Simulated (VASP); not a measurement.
A run of VASP 6.6.1 is set up as follows.

File INCAR:

```
PREC = Accurate
ENCUT = 520
EDIFF = 1E-7
ISMEAR = -1
SIGMA = 0.1
LREAL = F
LASPH = T
NELM = 100
ALGO = Normal
ISIF = 2
LWAVE = F
LCHARG = F
NBANDS = 9
```

Contents of KPOINTS:

```
regular mesh
0
Gamma
  17 17 17
```

The input POSCAR:

```
Se
1.0
   -1.5519377837      1.5519377837      1.5519377837
    1.5519377837     -1.5519377837      1.5519377837
    1.5519377837      1.5519377837     -1.5519377837
Se
1
Direct
    0.0000000000      0.0000000000      0.0000000000
```

Potentials or basis: VASP PAW LDA potentials, release 64 (Se).

Run with:

```bash
$ cat potpaw_LDA.64/Se/POTCAR > POTCAR
$ mpirun -np 1 vasp_std > vasp.out
```

Task: What does it give for the pressure?

Result: 36.6 GPa.

Task: Predict the band gap on the k mesh.

Result: Zero (band 3 reaches 14.84 eV, above the bottom of band 4 at 4.79 eV).
